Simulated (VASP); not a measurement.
Write the native input for VASP 6.6.1 that does the following.

| Item | Value |
| --- | --- |
| Task | single point |
| Functional | r2SCAN |
| Potentials or basis | VASP PAW PBE potentials, release 64 (Pt_sv_GW) |
| Cutoff | 630 eV |
| k mesh | 12 × 12 × 6 |
| Occupations | fermi-dirac, width 0.1 eV |
| Spin | no spin polarisation |
| Dipole correction | no |
| Further INCAR settings | ALGO = Normal; EDIFF = 1e-06; NBANDS = 25 |

Pt:

```
Pt
1.0
     2.79699    0.00000    0.00000
    -1.39850    2.42227    0.00000
     0.00000    0.00000    4.85520
Pt
2
Direct
  0.66667 0.33333 0.75000
  0.33333 0.66667 0.25000
```

This isn't the form of Pt at room conditions, which is fcc.

One way to write it, as run:

POSCAR

```
Pt
1.0
    2.7969947187      0.0000000000      0.0000000000
   -1.3984973594      2.4222685948      0.0000000000
    0.0000000000      0.0000000000      4.8551956265
Pt
2
Direct
    0.6666666667      0.3333333333      0.7500000000
    0.3333333333      0.6666666667      0.2500000000
```

INCAR.step1

```
PREC = Accurate ; ENCUT = 630
ISMEAR = -1 ; SIGMA = 0.1
LREAL = False ; LASPH = True
NELM = 120 ; NBANDS = 25
GGA = PE ; ALGO = Normal
EDIFF = 1E-5 ; LWAVE = True
LCHARG = False ; GGA_COMPAT = False
```

INCAR.step2

```
PREC = Accurate ; ENCUT = 630
EDIFF = 1E-6 ; ISMEAR = -1
SIGMA = 0.1 ; LREAL = False
LASPH = True ; NELM = 120
ALGO = Normal ; ISIF = 2
LWAVE = False ; LCHARG = False
METAGGA = R2SCAN ; LMIXTAU = True
NBANDS = 25 ; ISTART = 1
GGA_COMPAT = False
```

KPOINTS

```
regular mesh
0
Gamma
  12 12 6
```

Potentials or basis: VASP PAW PBE potentials, release 64 (Pt_sv_GW).

Launch:

```sh
$ cat potpaw_PBE.64/Pt_sv_GW/POTCAR > POTCAR
$ cp INCAR.step1 INCAR
$ mpirun -np 1 vasp_std > vasp.out
$ cp INCAR.step2 INCAR
$ mpirun -np 1 vasp_std > vasp.out
```

Results of the run:

```yaml
Pressure: -14.8 GPa
Band_gap_on_the_k_mesh: zero (bands 18 and 19 overlap by 1.30 eV)
```

Caveat: the cell stands under tension; the PAW data sets were made with another functional, which shifts forces and pressure a little; spin-orbit coupling is left out, which moves the levels of the heavy elements.

Wall time 3.5 min on 1 thread of Intel(R) Xeon(R) Platinum 8488C (Sapphire Rapids), on a shared host, peak memory 0.22 GiB.
